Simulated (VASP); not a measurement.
Mn:

```xyz
1
Lattice="-1.4576 1.4576 1.4576 1.4576 -1.4576 1.4576 1.4576 1.4576 -1.4576" Properties=species:S:1:pos:R:3 pbc="T T T"
Mn    0.0000    0.0000    0.0000
```

This isn't the form of Mn at room conditions, which is a 58-atom cubic cell.

| Quantity | Value |
| --- | --- |
| Program | VASP 6.6.1 |
| Task | relaxation of cell and atoms |
| Functional | PBEsol |
| Potentials or basis | VASP PAW PBE potentials, release 64 (Mn_pv) |
| Cutoff | 500 eV |
| k mesh | 10 × 10 × 10 |
| Occupations | gaussian, width 0.1 eV |
| Spin | collinear spin, ferromagnetic start |
| Starting moments | [1.11] μB |

At the start: pressure -31.0 GPa; volume 12.39 Å³/atom.

Q: Where does the relaxation end?

A: Over 5 steps the energy falls by 210.1 meV/atom and the volume is 10.39 Å³/atom (-16.2 %); space group Im-3m (No. 229, to 0.1 Å) before and after; moment 0.00 μB per cell.

The path:
```
step  energy change (eV)  largest force (eV/Å)  pressure (GPa)  volume (Å³)
   1              0.0000                0.0000          -30.96        12.39
   2              0.2198                0.0000           90.42         8.57
   3             -0.2077                0.0000           -4.62        10.55
   4             -0.2100                0.0000           -1.11        10.42
   5             -0.2101                0.0000            0.00        10.39
```

Final structure:
```
CELL_PARAMETERS angstrom
-1.37445 1.37445 1.37445
1.37445 -1.37445 1.37445
1.37445 1.37445 -1.37445
ATOMIC_POSITIONS crystal
Mn 0.00000 0.00000 0.00000
```

Caveat: the volume moved by over 15 % at a fixed basis, so the end points are rough; the PAW data sets were made with another functional, which shifts forces and pressure a little.
